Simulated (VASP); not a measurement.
# NiGe3 (Pm-3m) in VASP: further runs

Runs on NiGe3. Level: PBE. Tasks: single point, relaxation of cell and atoms.

Everything below comes from runs of VASP 6.6.1. Logs are shortened: lines on timing, memory, paths and dates and some standing lists are left out, and cuts for length are marked.

### Step 1. The cell of the first run

The structure is cubic, space group Pm-3m (No. 221). The conventional cell has a = 4.025 Å, b = 4.025 Å, c = 4.025 Å, α = 90.00°, β = 90.00°, γ = 90.00°. Ni (site symmetry m-3m) has 12 Ge at 2.85 Å within 3.7 Å. Within 3.7 Å of Ge (site symmetry 4/mmm) lie 4 Ni at 2.85 Å and 8 Ge at 2.85 Å.

The cell was generated, and may not be a known phase.

### Step 2. Single point, PBE, collinear spin, ferromagnetic start

Contents of INCAR:

```
SYSTEM = NiGe3
PREC = Accurate ; ENCUT = 520
EDIFF = 1E-6 ; ISMEAR = 0
SIGMA = 0.1 ; LREAL = .FALSE.
LASPH = .TRUE. ; NELM = 150
ALGO = Normal ; ISIF = 2
LWAVE = .FALSE. ; LCHARG = .TRUE.
ISPIN = 2 ; MAGMOM = 2 0 0 0
LORBIT = 11 ; LMAXMIX = 4
GGA = PE ; LELF = .TRUE.
LVHAR = .TRUE. ; NBANDS = 38
```

Contents of KPOINTS:

```
Automatic mesh
0
G
  4 4 4
  0 0 0
```

Contents of POSCAR:

```
NiGe3
1.0
    4.0246943476      0.0000000000      0.0000000000
    0.0000000000      4.0246943476      0.0000000000
    0.0000000000      0.0000000000      4.0246943476
Ni Ge
1 3
Direct
    0.5000000000      0.5000000000      0.5000000000
    0.5000000000      0.0000000000      0.0000000000
    0.0000000000      0.5000000000      0.0000000000
    0.0000000000      0.0000000000      0.5000000000
```

Potentials or basis: VASP PAW PBE potentials, release 64 (Ni, Ge_d).

Run with:

```sh
$ cat potpaw_PBE.64/Ni/POTCAR potpaw_PBE.64/Ge_d/POTCAR > POTCAR
$ mpirun -np 1 vasp_std > vasp.out
```

OUTCAR:

```text
SYSTEM = NiGe3
   PREC = Accurate
   ENCUT = 520
   EDIFF = 1E-6
   ISMEAR = 0
   LREAL = .FALSE.
   LASPH = .TRUE.
   NELM = 150
   ISIF = 2
   ISPIN = 2
   LORBIT = 11
   GGA = PE

 ion  position               nearest neighbor table
   1  0.500  0.500  0.500-   2 2.85   3 2.85   4 2.85   2 2.85   3 2.85   2 2.85   4 2.85   2 2.85
                             3 2.85   4 2.85   3 2.85   4 2.85
   2  0.500  0.000  0.000-   1 2.85   3 2.85   4 2.85   1 2.85   4 2.85   1 2.85   3 2.85   1 2.85
                             3 2.85   4 2.85   4 2.85   3 2.85
   3  0.000  0.500  0.000-   1 2.85   2 2.85   4 2.85   1 2.85   4 2.85   2 2.85   4 2.85   4 2.85
                             1 2.85   2 2.85   1 2.85   2 2.85
   4  0.000  0.000  0.500-   1 2.85   2 2.85   3 2.85   2 2.85   3 2.85   1 2.85   3 2.85   3 2.85
                             1 2.85   2 2.85   2 2.85   1 2.85

  LATTYP: Found a simple cubic cell.
 ALAT       =     4.0246943476

  Lattice vectors:

 A1 = (   4.0246943476,   0.0000000000,   0.0000000000)
 A2 = (   0.0000000000,   4.0246943476,   0.0000000000)
 A3 = (   0.0000000000,   0.0000000000,   4.0246943476)

Analysis of symmetry for initial positions (statically):
=====================================================================
 Subroutine PRICEL returns:
 Original cell was already a primitive cell.

 Routine SETGRP: Setting up the symmetry group for a
 simple cubic supercell.

 Subroutine GETGRP returns: Found 48 space group operations
 (whereof 48 operations were pure point group operations)
 out of a pool of 48 trial point group operations.

The static configuration has the point symmetry O_h .

Analysis of symmetry for dynamics (positions and initial velocities):
=====================================================================
 Subroutine PRICEL returns:
 Original cell was already a primitive cell.

 Routine SETGRP: Setting up the symmetry group for a
 simple cubic supercell.

 Subroutine GETGRP returns: Found 48 space group operations
 (whereof 48 operations were pure point group operations)
 out of a pool of 48 trial point group operations.

The dynamic configuration has the point symmetry O_h .

Analysis of structural, dynamic, and magnetic symmetry:
=====================================================================
 Subroutine PRICEL returns:
 Original cell was already a primitive cell.

 Routine SETGRP: Setting up the symmetry group for a
 simple cubic supercell.

 Subroutine GETGRP returns: Found 48 space group operations
 (whereof 48 operations were pure point group operations)
 out of a pool of 48 trial point group operations.

The overall configuration has the point symmetry O_h .

 Subroutine INISYM returns: Found 48 space group operations
 (whereof 48 operations are pure point group operations),
 and found     1 'primitive' translations

----------------------------------------------------------------------------------------

                                     Primitive cell

  volume of cell :      65.1927

  direct lattice vectors                    reciprocal lattice vectors
     4.024694348  0.000000000  0.000000000     0.248466073  0.000000000  0.000000000
     0.000000000  4.024694348  0.000000000     0.000000000  0.248466073  0.000000000
     0.000000000  0.000000000  4.024694348     0.000000000  0.000000000  0.248466073

  length of vectors
     4.024694348  4.024694348  4.024694348     0.248466073  0.248466073  0.248466073

  position of ions in fractional coordinates (direct lattice)
     0.500000000  0.500000000  0.500000000
     0.500000000  0.000000000  0.000000000
     0.000000000  0.500000000  0.000000000
     0.000000000  0.000000000  0.500000000

  ion indices of the primitive-cell ions
   primitive index   ion index
                 1           1
                 2           2
                 3           3
                 4           4

----------------------------------------------------------------------------------------

 KPOINTS: Automatic mesh

Automatic generation of k-mesh.
 Grid dimensions read from file:
 generate k-points for:    4    4    4

 Generating k-lattice:

  Cartesian coordinates                     Fractional coordinates (reciprocal lattice)
     0.062116518  0.000000000  0.000000000     0.250000000  0.000000000  0.000000000
     0.000000000  0.062116518  0.000000000     0.000000000  0.250000000  0.000000000
     0.000000000  0.000000000  0.062116518     0.000000000  0.000000000  0.250000000

  Length of vectors
     0.062116518  0.062116518  0.062116518

  Shift w.r.t. Gamma in fractional coordinates (k-lattice)
     0.000000000  0.000000000  0.000000000

 Subroutine IBZKPT returns following result:
 ===========================================

 Found     10 irreducible k-points:

 Following reciprocal coordinates:
            Coordinates               Weight
  0.000000  0.000000  0.000000      1.000000
  0.250000  0.000000  0.000000      6.000000
  0.500000  0.000000  0.000000      3.000000
  0.250000  0.250000  0.000000     12.000000
  0.500000  0.250000  0.000000     12.000000
  0.500000  0.500000  0.000000      3.000000
  0.250000  0.250000  0.250000      8.000000
  0.500000  0.250000  0.250000     12.000000
  0.500000  0.500000  0.250000      6.000000
  0.500000  0.500000  0.500000      1.000000
   k-points           NKPTS =     10   k-points in BZ     NKDIM =     10   number of bands    NBANDS=     38
   number of dos      NEDOS =    301   number of ions     NIONS =      4
   total plane-waves  NPLWV =  27000
   dimension x,y,z NGX =    30 NGY =   30 NGZ =   30
   dimension x,y,z NGXF=    60 NGYF=   60 NGZF=   60
   ions per type =               1   3
   NGX,Y,Z   is equivalent  to a cutoff of  12.39, 12.39, 12.39 a.u.
   NGXF,Y,Z  is equivalent  to a cutoff of  24.78, 24.78, 24.78 a.u.
 SYSTEM =  NiGe3
   PREC   = accura    normal or accurate (medium, high low for compatibility)
   ISTART =      0    job   : 0-new  1-cont  2-samecut
   ICHARG =      2    charge: 1-file 2-atom 10-const
   ISPIN  =      2    spin polarized calculation?
   LNONCOLLINEAR =      F non collinear calculations
   LSORBIT =      F    spin-orbit coupling
   LASPH  =      T    aspherical Exc in radial PAW
   ENCUT  =  520.0 eV  38.22 Ry    6.18 a.u.   7.48  7.48  7.48*2*pi/ulx,y,z
   NELM   =    150;   NELMIN=  2; NELMDL= -5     # of ELM steps
   EDIFF  = 0.1E-05   stopping-criterion for ELM
   LREAL  =      F    real-space projection
   EDIFFG = 0.1E-04   stopping-criterion for IOM
   NSW    =      0    number of steps for IOM
   IBRION =     -1    ionic relax: 0-MD 1-quasi-New 2-CG
   NFREE  =      0    steps in history (QN), initial steepest desc. (CG)
   ISIF   =      2    stress and relaxation
   ISYM   =      2    0-nonsym 1-usesym 2-fastsym
   POTIM  = 0.5000    time-step for ionic-motion
   TEBEG  =    0.0;   TEEND  =   0.0 temperature during run
   PSTRESS=    0.0 pullay stress
   NELECT =      52.0000    total number of electrons
   NUPDOWN=      -1.0000    fix difference up-down
   EMIN   =  10.00;   EMAX   =-10.00  energy-range for DOS
   EFERMI =   0.00;   METHOD = LEGACY
   ISMEAR =     0;   SIGMA  =   0.10  broadening in eV -4-tet -1-fermi 0-gaus
   EFERMI_NEDOS =   21; number of points for ismear=-14 and -15
   IALGO  =     38    algorithm
   IMIX   =      4    mixing-type and parameters
     AMIX     =   0.40;   BMIX     =  1.00
     AMIX_MAG =   1.60;   BMIX_MAG =  1.00
  volume/ion in A,a.u.               =      16.30       109.99
  Fermi-wavevector in a.u.,A,eV,Ry     =   1.518249  2.869075 31.362523  2.305080
  Thomas-Fermi vector in A             =   2.627395
   LORBIT       =     11    0 simple, 1 ext, 2 COOP (PROOUT), +10 PAW based schemes
   GGA     = PE    functional components
   LHFCALC =     F    Hartree Fock is set to
   AEXX    =    0.0000 exact exchange contribution
   IVDW    =     0    specifies the selected vdW correction
   LEPSILON=     F    determine dielectric tensor
   LRPA    =     F    only Hartree local field effects (RPA)
 spin polarized calculation
 Gauss-broadening in eV      SIGMA  =   0.10
  energy-cutoff  :      520.00
  volume of cell :       65.19
 maximum number of plane-waves:      1763
 NGX is ok and might be reduce to    30
   NGX = 15   NGY = 15   NGZ = 15

 number of electron      51.9999880 magnetization       0.2819263

 Free energy of the ion-electron system (eV)
  ---------------------------------------------------
  ext. energy  EPLUGINS =         0.00000000
  ---------------------------------------------------
  free energy    TOTEN  =       -17.89089558 eV

  energy without entropy =      -17.87112801  energy(sigma->0) =      -17.88101180

 E-fermi :   7.6621     XC(G=0): -11.8042

 val. band max:        7.6374106793   @ k =   0.2500   0.2500   0.0000
 cond. band min:       7.6716437334   @ k =   0.5000   0.0000   0.0000
 fundamental gap:      0.0342330542
 Fermi energy:         7.6621398206

 spin component 1

 k-point     1 :       0.0000    0.0000    0.0000
  band No.  band energies     occupation
      1     -17.2017      1.00000
      2     -17.2017      1.00000
      3     -17.2017      1.00000
      4     -17.1928      1.00000
      5     -17.1165      1.00000
      6     -17.1165      1.00000
[... 30 lines left out ...]
     37      16.6000      0.00000
     38      16.6000      0.00000

 k-point     2 :       0.2500    0.0000    0.0000
  band No.  band energies     occupation
      1     -17.1978      1.00000
      2     -17.1726      1.00000
      3     -17.1718      1.00000
      4     -17.1718      1.00000
      5     -17.1137      1.00000
      6     -17.0992      1.00000
[... 30 lines left out ...]
     37      18.7971      0.00000
     38      19.3891      0.00000
[... 285 lines left out ...]
     37      20.5785      0.00000
     38      20.9538      0.00000

 k-point    10 :       0.5000    0.5000    0.5000
  band No.  band energies     occupation
      1     -17.1531      1.00000
      2     -17.1531      1.00000
      3     -17.1531      1.00000
      4     -17.1318      1.00000
      5     -17.1318      1.00000
      6     -17.1318      1.00000
[... 30 lines left out ...]
     37      21.5823      0.00000
     38      21.5830      0.00000
 Fermi energy:         7.6621398206

 spin component 2

 k-point     1 :       0.0000    0.0000    0.0000
  band No.  band energies     occupation
      1     -17.1950      1.00000
      2     -17.1950      1.00000
      3     -17.1950      1.00000
      4     -17.1843      1.00000
      5     -17.1152      1.00000
      6     -17.1152      1.00000
[... 30 lines left out ...]
     37      16.6184      0.00000
     38      16.6184      0.00000

 k-point     2 :       0.2500    0.0000    0.0000
  band No.  band energies     occupation
      1     -17.1910      1.00000
      2     -17.1653      1.00000
      3     -17.1653      1.00000
      4     -17.1643      1.00000
      5     -17.1123      1.00000
      6     -17.0979      1.00000
[... 30 lines left out ...]
     37      18.8189      0.00000
     38      19.4018      0.00000
[... 285 lines left out ...]
     37      20.6493      0.00000
     38      20.9782      0.00000

 k-point    10 :       0.5000    0.5000    0.5000
  band No.  band energies     occupation
      1     -17.1457      1.00000
      2     -17.1457      1.00000
      3     -17.1457      1.00000
      4     -17.1280      1.00000
      5     -17.1280      1.00000
      6     -17.1280      1.00000
[... 30 lines left out ...]
     37      21.6610      0.00000
     38      21.6992      0.00000

------------------------ aborting loop because EDIFF is reached ----------------------------------------

  FORCE on cell =-STRESS in cart. coord.  units (eV):
  Direction    XX          YY          ZZ          XY          YZ          ZX
  --------------------------------------------------------------------------------------
  -------------------------------------------------------------------------------------
  Total        0.0208228      0.0208228      0.0208228     -0.0000000     -0.0000000      0.0000000
  in kB        0.5117424      0.5117424      0.5117424     -0.0000000     -0.0000000      0.0000000
  external PRESSURE =       0.5117424 kB  Pullay stress =       0.0000000 kB

 VOLUME and BASIS-vectors are now :
 -----------------------------------------------------------------------------
  energy-cutoff  :      520.00
  volume of cell :       65.19
      direct lattice vectors                 reciprocal lattice vectors
     4.024694348  0.000000000  0.000000000     0.248466073  0.000000000  0.000000000
     0.000000000  4.024694348  0.000000000     0.000000000  0.248466073  0.000000000
     0.000000000  0.000000000  4.024694348     0.000000000  0.000000000  0.248466073

 POSITION                                       TOTAL-FORCE (eV/Angst)
 -----------------------------------------------------------------------------------
      2.01235      2.01235      2.01235         0.000000      0.000000      0.000000
      2.01235      0.00000      0.00000         0.000000      0.000000      0.000000
      0.00000      2.01235      0.00000         0.000000      0.000000      0.000000
      0.00000      0.00000      2.01235         0.000000      0.000000      0.000000
 -----------------------------------------------------------------------------------
    total drift:                                0.000000     -0.000000      0.000000

  FREE ENERGIE OF THE ION-ELECTRON SYSTEM (eV)
  ---------------------------------------------------
  free  energy   TOTEN  =       -17.8908955796 eV

  energy  without entropy=      -17.8711280142  energy(sigma->0) =      -17.88101180

 total charge

# of ion       s       p       d       tot
------------------------------------------
    1        0.367   0.260   8.443   9.070
    2        1.238   0.958  10.045  12.241
    3        1.238   0.958  10.045  12.241
    4        1.238   0.958  10.045  12.241
--------------------------------------------------
tot          4.082   3.134  38.577  45.793

 magnetization (x)

# of ion       s       p       d       tot
------------------------------------------
    1       -0.001   0.001   0.164   0.164
    2        0.001   0.019   0.002   0.022
    3        0.001   0.019   0.002   0.022
    4        0.001   0.019   0.002   0.022
--------------------------------------------------
tot          0.001   0.059   0.171   0.231
```

It took 90 s on 1 thread of AMD EPYC 7R13, shared host; peak memory 0.17 GiB.

Results:

```yaml
Free_energy: -17.8909 eV
Pressure: 0.1 GPa
Net_moment: 0.28 μB per cell
Site_moments: Ni +0.16; Ge +0.02 μB
Valence_electrons_inside_the_program's_atomic_spheres: Ni 9.07; Ge 12.24
```

Caveat: the k points lie up to 0.39 Å⁻¹ apart.

### Step 3. Single point, PBE, collinear spin, ferromagnetic start

This run uses another cell than the first one, of 20.66 Å³/atom.

Contents of INCAR:

```
PREC = Accurate
ENCUT = 520
EDIFF = 1E-7
ISMEAR = 0
SIGMA = 0.1
LREAL = F
LASPH = T
NELM = 150
ALGO = Normal
ISIF = 2
LWAVE = F
LCHARG = F
ISPIN = 2
MAGMOM = 2 0 0 0
LORBIT = 11
LMAXMIX = 4
GGA = PE
NBANDS = 38
```

Contents of KPOINTS:

```
Automatic mesh
0
Gamma
  4 4 4
```

Contents of POSCAR:

```
NiGe3
1.0
    4.3557767200      0.0000000000      0.0000000000
    0.0000000000      4.3557767200      0.0000000000
    0.0000000000      0.0000000000      4.3557767200
Ni Ge
1 3
Direct
    0.5000000000      0.5000000000      0.5000000000
    0.5000000000      0.0000000000      0.0000000000
    0.0000000000      0.5000000000      0.0000000000
    0.0000000000      0.0000000000      0.5000000000
```

Potentials or basis: VASP PAW PBE potentials, release 64 (Ni, Ge_d).

Run with:

```sh
$ cat potpaw_PBE.64/Ni/POTCAR potpaw_PBE.64/Ge_d/POTCAR > POTCAR
$ mpirun -np 1 vasp_std > vasp.out
```

Wall time 2.4 min (1 thread of AMD EPYC 7R13, shared host); peak memory 0.2 GiB.

Results (log left out):

```
Free energy                                           : -17.1133 eV
Pressure                                              : -11.9 GPa
Net moment                                            : -0.24 μB per cell
Site moments                                          : Ni -0.17; Ge -0.01 μB
Valence electrons inside the program's atomic spheres : Ni 8.88; Ge 12.08
```

Levels at points of the mesh, in eV from the Fermi level:
Spin up:
| k point | band 24 | band 25 | band 26 | band 27 | band 28 | band 29 |
| --- | --- | --- | --- | --- | --- | --- |
| (0.00, 0.00, 0.00) | -0.92 | -0.73 | -0.73 | 0.42 | 2.81 | 2.81 |
| (0.50, 0.00, 0.00) | -0.38 | -0.14 | -0.14 | 0.04 | 0.04 | 0.92 |
| (0.50, 0.50, 0.00) | -0.83 | -0.39 | 0.30 | 0.68 | 0.68 | 1.65 |
| (0.50, 0.50, 0.50) | -0.80 | -0.74 | -0.60 | -0.60 | -0.60 | 6.38 |
Spin down:
| k point | band 22 | band 23 | band 24 | band 25 | band 26 | band 27 | band 28 | band 29 | band 30 | band 31 |
| --- | --- | --- | --- | --- | --- | --- | --- | --- | --- | --- |
| (0.00, 0.00, 0.00) | -1.11 | -1.11 | -1.11 | -0.85 | -0.85 | 0.38 | 2.80 | 2.80 | 2.80 | 4.72 |
| (0.50, 0.00, 0.00) | -1.09 | -1.09 | -0.43 | -0.15 | -0.15 | -0.11 | -0.11 | 0.88 | 1.69 | 4.87 |
| (0.50, 0.50, 0.00) | -1.03 | -0.96 | -0.94 | -0.50 | 0.23 | 0.67 | 0.67 | 1.57 | 1.57 | 4.21 |
| (0.50, 0.50, 0.50) | -3.68 | -0.92 | -0.92 | -0.79 | -0.79 | -0.79 | -0.74 | 6.32 | 6.32 | 6.58 |

Caveat: the k points lie up to 0.36 Å⁻¹ apart.

### Step 4. Relaxation of cell and atoms, PBE, collinear spin, ferromagnetic start

This run uses another cell than the first one, of 20.66 Å³/atom.

Contents of INCAR:

```
PREC = Accurate
ENCUT = 600
EDIFF = 1E-7
ISMEAR = 0
SIGMA = 0.1
LREAL = False
LASPH = True
NELM = 150
ALGO = Normal
ISIF = 3
LWAVE = False
LCHARG = False
ISPIN = 2
MAGMOM = 2 0 0 0
LORBIT = 11
LMAXMIX = 4
GGA = PE
IBRION = 2
NSW = 90
EDIFFG = -0.04
```

Contents of KPOINTS:

```
regular mesh
0
Gamma
  4 4 4
```

POSCAR is that of step 3.

Run with:

```sh
$ cat potpaw_PBE.64/Ni/POTCAR potpaw_PBE.64/Ge_d/POTCAR > POTCAR
$ mpirun -np 1 vasp_std > vasp.out
```

It took 8.1 min on 1 thread of AMD EPYC 7R13, shared host; peak memory 0.24 GiB.

It converged, with:

- Free energy: -17.8957 eV
- Relaxed volume: 16.30 Å³/atom
- Relaxed cell: a = 4.025 Å, b = 4.025 Å, c = 4.025 Å, α = 90.00°, β = 90.00°, γ = 90.00°
- Space group after relaxing (to 0.1 Å): Pm-3m (No. 221)
- Energy gained by relaxing: 195.6 meV/atom
- Ionic steps: 3
- Pressure after relaxing: 0.0 GPa
- Band gap on the k mesh: zero (filled and empty bands overlap)
- Net moment: 0.00 μB per cell
- Valence electrons inside the program's atomic spheres: Ni 9.07; Ge 12.24

The path:
```tsv
step	energy change (eV)	largest force (eV/Å)	pressure (GPa)	volume (Å³)
1	0.0000	0.0000	-11.91	82.64
2	-0.7817	0.0000	-0.50	65.60
3	-0.7824	0.0000	-0.02	65.20
```

Final structure:
```xyz
4
Lattice="4.0249 0.0000 0.0000 0.0000 4.0249 0.0000 0.0000 0.0000 4.0249" Properties=species:S:1:pos:R:3 pbc="T T T"
Ni    2.0124    2.0124    2.0124
Ge    2.0124    0.0000    0.0000
Ge    0.0000    2.0124    0.0000
Ge    0.0000    0.0000    2.0124
```

Levels at points of the mesh, in eV from the Fermi level:
Spin up:
| k point | band 24 | band 25 | band 26 | band 27 | band 28 | band 29 |
| --- | --- | --- | --- | --- | --- | --- |
| (0.00, 0.00, 0.00) | -1.41 | -0.79 | -0.79 | 0.30 | 3.42 | 3.42 |
| (0.50, 0.00, 0.00) | -0.49 | -0.49 | -0.06 | -0.06 | 0.35 | 0.72 |
| (0.50, 0.50, 0.00) | -1.22 | 0.08 | 0.12 | 1.15 | 1.15 | 1.99 |
| (0.50, 0.50, 0.50) | -1.17 | -1.07 | -0.81 | -0.81 | -0.81 | 8.17 |
Spin down:
```tsv
k point	band 22	band 23	band 24	band 25	band 26	band 27	band 28	band 29	band 30	band 31
(0.00, 0.00, 0.00)	-1.41	-1.41	-1.41	-0.79	-0.79	0.30	3.42	3.42	3.42	5.67
(0.50, 0.00, 0.00)	-1.38	-1.33	-0.49	-0.49	-0.06	-0.06	0.35	0.72	2.07	6.12
(0.50, 0.50, 0.00)	-1.27	-1.23	-1.22	0.08	0.12	1.15	1.15	1.99	1.99	4.46
(0.50, 0.50, 0.50)	-4.84	-1.17	-1.17	-1.07	-0.81	-0.81	-0.81	8.17	8.17	8.50
```

Caveat: the k points lie up to 0.39 Å⁻¹ apart in the final cell, too coarse for converged energies and pressures of a metal; the volume moved by over 15 % at a fixed basis, so the end points are rough; the moments typed at the start vanished in this run.

The gap in the log of VASP goes by the Fermi energy; the results here count the filled bands.